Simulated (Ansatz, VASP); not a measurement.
# One calculation of SiC, two programs

Contents of INCAR:

```
SYSTEM = SiC
PREC = Accurate
ENCUT = 520
EDIFF = 1E-6
ISMEAR = 0
SIGMA = 0.05
LREAL = .False.
LASPH = .True.
NELM = 60
ALGO = Normal
ISIF = 2
LWAVE = .False.
LCHARG = .False.
IBRION = 2
NSW = 50
EDIFFG = -0.01
```

KPOINTS

```
Automatic mesh
0
Gamma
  12 12 6
  0 0 0
```

The input POSCAR:

```
SiC
1.0
    2.9617290136      0.0000000000      0.0000000000
   -1.4808645068      2.5649325649      0.0000000000
    0.0000000000      0.0000000000      4.4867232826
Si C
2 2
Direct
    0.3333333333      0.6666666667      0.0046041256
    0.6666666667      0.3333333333      0.5046041256
    0.3333333333      0.6666666667      0.3803958744
    0.6666666667      0.3333333333      0.8803958744
```

Input for Ansatz:

```yaml
crystal:
  lattice:
    - [2.9617290136, 0.0, 0.0]
    - [-1.4808645068, 2.5649325649, 0.0]
    - [0.0, 0.0, 4.4867232826]
  atoms:
    - { symbol: Si, position: [0.3333333333, 0.6666666667, 0.0046041256] }
    - { symbol: Si, position: [0.6666666667, 0.3333333333, 0.5046041256] }
    - { symbol: C, position: [0.3333333333, 0.6666666667, 0.3803958744] }
    - { symbol: C, position: [0.6666666667, 0.3333333333, 0.8803958744] }
basis:
  ecutwfc: 520.0
kpoints:
  mp_grid: { grid: [12, 12, 6] }
hamiltonian:
  xc: lda
  pseudopotentials: { kind: paw, azcp: { folder: soft_1 } }
scf:
  occupations: { method: gaussian, width: 0.05 }
output:
  forces: true
  stress: true
  eigenvalues: true
relax:
  adjacent_minimum: "off"
  f_tol: 0.01
  max_steps: 30
```

Alike in both runs: task relaxation of the atoms; functional LDA; k mesh 12 × 12 × 6; occupations gaussian, width 0.05 eV; no spin polarisation.

|  | VASP | Ansatz |
| --- | --- | --- |
| version | VASP 6.6.1 | Ansatz 0.2.0 |
| potentials or method | VASP PAW LDA potentials, release 64 (Si, C), cutoff 520 eV | scalar-relativistic, plane waves, PAW |
| valence electrons in the cell | 16 | 16 |

|  | VASP | Ansatz | Ansatz less VASP |
| --- | --- | --- | --- |
| gap on the k mesh at the Fermi level, each at its own relaxed structure (eV) | 1.59 | 1.61 | +0.018 |

Ansatz warns that its potentials were made for another functional, while VASP's fit it. LDA's correlation is that of Perdew and Zunger in VASP and of Perdew and Wang (1992) in Ansatz. Ansatz's warnings: stress scf threshold loose.
